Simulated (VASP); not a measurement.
Set up this calculation in VASP 6.6.1, as the native input.

* Task: relaxation of cell and atoms
* Functional: PBE
* Potentials or basis: VASP PAW PBE potentials, release 64 (B)
* Cutoff: 600 eV
* k mesh: 12 × 12 × 4
* Occupations: gaussian, width 0.1 eV
* Spin: no spin polarisation
* Dipole correction: no
* Further INCAR settings: ALGO = Normal; EDIFF = 1e-06; IBRION = 2; EDIFFG = -0.04; NSW = 90; ISIF = 3

The structure of B lies in POSCAR:

```
B
1.0
    1.7144971200      0.0000000000      0.0000000000
   -0.8572485600      1.4847980600      0.0000000000
    0.0000000000      0.0000000000      3.7886727800
B
2
Direct
    0.3333333300      0.6666666700      0.0000000000
    0.6666666700      0.3333333300      0.0000000000
```

The cell was built from a structure type or drawn by symmetry, and may not be a known phase.

These files were run (other wordings do the same):

INCAR

```
SYSTEM = B
ALGO = Normal
EDIFF = 1E-6
EDIFFG = -0.04
ENCUT = 600
GGA = PE
IBRION = 2
ISIF = 3
ISMEAR = 0
LASPH = .True.
LCHARG = .False.
LREAL = .False.
LWAVE = .False.
NELM = 80
NSW = 90
PREC = Accurate
SIGMA = 0.1
```

KPOINTS

```
k-points
0
Gamma
  12 12 4
  0 0 0
```

Potentials or basis: VASP PAW PBE potentials, release 64 (B).

The run is started by

```console
$ cat potpaw_PBE.64/B/POTCAR > POTCAR
$ mpirun -np 1 vasp_std > vasp.out
```

Results of the run:

The relaxed volume is 7.33 Å³/atom, the relaxed cell is a = 2.988 Å, b = 2.988 Å, c = 1.897 Å, α = 90.00°, β = 90.00°, γ = 120.00° and the space group after relaxing (to 0.1 Å) is P6/mmm (No. 191). The pressure after relaxing is -0.4 GPa and the band gap on the k mesh is zero (bands 3 and 4 overlap by 5.25 eV).

Caveat: the k points lie up to 0.83 Å⁻¹ apart in the final cell, too coarse for converged energies and pressures of a metal; the volume moved by over 15 % at a fixed basis, so the end points are rough.

Wall time 120 s on 1 thread of Intel Xeon 8259CL (shared host), peak memory 0.11 GiB.
